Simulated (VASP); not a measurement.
# MgS (I4/mmm) in VASP: further runs, part 3 of 3

VASP 6.6.1. The steps go on from the part before.

### Step 6. Single point, PBEsol (strain +0.000 along x and y, -0.080 along z)

INCAR reads:

```
  PREC = Accurate
  ENCUT = 600
  EDIFF = 1E-6
  ISMEAR = 0
  SIGMA = 0.05
  LREAL = F
  LASPH = T
  NELM = 120
  ALGO = Normal
  ISIF = 2
  LWAVE = F
  LCHARG = T
  GGA = PS
  LELF = T
  LVHAR = T
  NBANDS = 11
  GGA_COMPAT = F
```

KPOINTS reads:

```
Automatic mesh
0
Gamma
  8 8 8
```

POSCAR reads:

```
MgS
1.0
    0.0000000000      2.6016500000      2.3935180000
    2.6016500000      0.0000000000      2.3935180000
    2.6016500000      2.6016500000      0.0000000000
Mg S
1 1
Direct
    0.0000000000      0.0000000000      0.0000000000
    0.5000000000      0.5000000000      0.5000000000
```

Potentials or basis: VASP PAW PBE potentials, release 64 (Mg, S).

Launch:

```console
$ cat potpaw_PBE.64/Mg/POTCAR potpaw_PBE.64/S/POTCAR > POTCAR
$ mpirun -np 1 vasp_std > vasp.out
```

OUTCAR:

```text
PREC = Accurate
   ENCUT = 600
   EDIFF = 1E-6
   ISMEAR = 0
   LREAL = F
   LASPH = T
   NELM = 120
   ISIF = 2
   GGA = PS

 ion  position               nearest neighbor table
   1  0.000  0.000  0.000-   2 2.39   2 2.39   2 2.60   2 2.60   2 2.60   2 2.60
   2  0.500  0.500  0.500-   1 2.39   1 2.39   1 2.60   1 2.60   1 2.60   1 2.60

  LATTYP: Found a body centered tetragonal cell.
 ALAT       =     3.6792887145
 C/A-ratio  =     1.3010764774

  Lattice vectors:

 A1 = (   0.0000000000,  -2.6016500000,  -2.3935180000)
 A2 = (   0.0000000000,   2.6016500000,  -2.3935180000)
 A3 = (   2.6016500000,   0.0000000000,   2.3935180000)

Analysis of symmetry for initial positions (statically):
=====================================================================
 Subroutine PRICEL returns:
 Original cell was already a primitive cell.

 Routine SETGRP: Setting up the symmetry group for a
 body centered tetragonal supercell.

 Subroutine GETGRP returns: Found 16 space group operations
 (whereof 16 operations were pure point group operations)
 out of a pool of 16 trial point group operations.

[... 173 lines left out ...]
      3       4.5715      2.00000
      4       4.5715      2.00000
      5       8.7034      0.00000
      6      11.9808      0.00000
      7      11.9808      0.00000
      8      12.8853      0.00000
      9      14.2188      0.00000
     10      15.4233      0.00000
     11      17.0033      0.00000
[... 309 lines left out ...]
 k-point    24 :       0.3750    0.0000    0.1250
  band No.  band energies     occupation
      1      -7.6170      2.00000
      2       0.3702      2.00000
      3       3.2876      2.00000
      4       3.6002      2.00000
      5       9.8012      0.00000
      6      10.9160      0.00000
      7      12.8478      0.00000
      8      13.1571      0.00000
      9      16.3888      0.00000
     10      17.3933      0.00000
     11      17.8290      0.00000

 [... further k-points ...]

------------------------ aborting loop because EDIFF is reached ----------------------------------------

  FORCE on cell =-STRESS in cart. coord.  units (eV):
  Direction    XX          YY          ZZ          XY          YZ          ZX
  --------------------------------------------------------------------------------------
  -------------------------------------------------------------------------------------
  Total        0.5429358      0.5429358      3.6091357      0.0000000     -0.0000000      0.0000000
  in kB       26.8469306     26.8469306    178.4634824      0.0000000     -0.0000000      0.0000000
  external PRESSURE =      77.3857812 kB  Pullay stress =       0.0000000 kB

 VOLUME and BASIS-vectors are now :
 -----------------------------------------------------------------------------
  energy-cutoff  :      600.00
  volume of cell :       32.40
      direct lattice vectors                 reciprocal lattice vectors
     0.000000000  2.601650000  2.393518000    -0.192185728  0.192185728  0.208897531
     2.601650000  0.000000000  2.393518000     0.192185728 -0.192185728  0.208897531
     2.601650000  2.601650000  0.000000000     0.192185728  0.192185728 -0.208897531

 POSITION                                       TOTAL-FORCE (eV/Angst)
 -----------------------------------------------------------------------------------
      0.00000      0.00000      0.00000         0.000000     -0.000000      0.000000
      2.60165      2.60165      2.39352        -0.000000      0.000000      0.000000
 -----------------------------------------------------------------------------------
    total drift:                                0.000000      0.000000      0.000000

  FREE ENERGIE OF THE ION-ELECTRON SYSTEM (eV)
  ---------------------------------------------------
  free  energy   TOTEN  =        -8.9512778001 eV

  energy  without entropy=       -8.9512778001  energy(sigma->0) =       -8.95127780
```

OSZICAR:

```text
N       E                     dE             d eps       ncg     rms          rms(c)
DAV:   1     0.229695327699E+02    0.22970E+02   -0.39399E+03  1370   0.674E+02
DAV:   2    -0.790440170482E+01   -0.30874E+02   -0.29213E+02  1707   0.104E+02
DAV:   3    -0.930524194881E+01   -0.14008E+01   -0.13981E+01  1654   0.232E+01
DAV:   4    -0.931281072012E+01   -0.75688E-02   -0.75681E-02  1582   0.201E+00
DAV:   5    -0.931286619261E+01   -0.55472E-04   -0.55472E-04  1595   0.170E-01    0.455E+00
DAV:   6    -0.899635719179E+01    0.31651E+00   -0.62411E-01  1469   0.319E+00    0.346E+00
DAV:   7    -0.895356941443E+01    0.42788E-01   -0.19155E-01  1543   0.190E+00    0.209E+00
DAV:   8    -0.895148144152E+01    0.20880E-02   -0.92048E-03  1457   0.553E-01    0.787E-01
DAV:   9    -0.895128293308E+01    0.19851E-03   -0.49657E-04  1539   0.129E-01    0.281E-01
DAV:  10    -0.895127855705E+01    0.43760E-05   -0.11487E-04  1502   0.500E-02    0.126E-02
DAV:  11    -0.895127780008E+01    0.75696E-06   -0.38973E-06  1507   0.105E-02
   1 F= -.89512778E+01 E0= -.89512778E+01  d E =-.540352E-18
```

Wall time 9.2 s (1 thread of Intel Xeon 6975P-C (Granite Rapids), shared host); peak memory 0.17 GiB.

Results:

| Item | Value |
| --- | --- |
| Free energy | -8.9513 eV |
| Pressure | 7.7 GPa |
| Band gap on the k mesh | 2.52 eV, indirect (least direct gap 4.13 eV) |

Caveat: the cell differs from its parent crystal (strain +0.000 along x and y, -0.080 along z); the PAW data sets were made with another functional, which shifts forces and pressure a little.

### Step 7. Summary

| cell | cutoff (eV) | gap on the mesh (eV) | pressure (GPa) |
| --- | --- | --- | --- |
| a = 3.691, b = 3.691, c = 3.385 Å, angles 62.7, 62.7, 54.6°, 2 atoms | 520 | 2.60 | 11.9 |
| a = 3.535, b = 3.535, c = 3.385 Å, angles 61.4, 61.4, 57.2°, 2 atoms | 600 | 2.74 | 18.1 |
| a = 3.459, b = 3.459, c = 3.532 Å, angles 59.3, 59.3, 61.4°, 2 atoms | 600 | 2.80 | 16.7 |
| a = 3.612, b = 3.612, c = 3.385 Å, angles 62.1, 62.1, 55.9°, 2 atoms | 600 | 2.63 | 14.5 |
| a = 3.535, b = 3.535, c = 3.679 Å, angles 58.6, 58.6, 62.7°, 2 atoms | 600 | 2.52 | 7.7 |

Alike in all rows: task single point; level PBEsol; potentials or basis VASP PAW PBE potentials, release 64 (Mg, S); no spin polarisation; k mesh 8 × 8 × 8; smearing gaussian 0.05 eV.

Caveats: the PAW data sets were made with another functional, which shifts forces and pressure a little.

Total energies depend on the potentials used, so only differences within one code and one set of settings carry meaning.
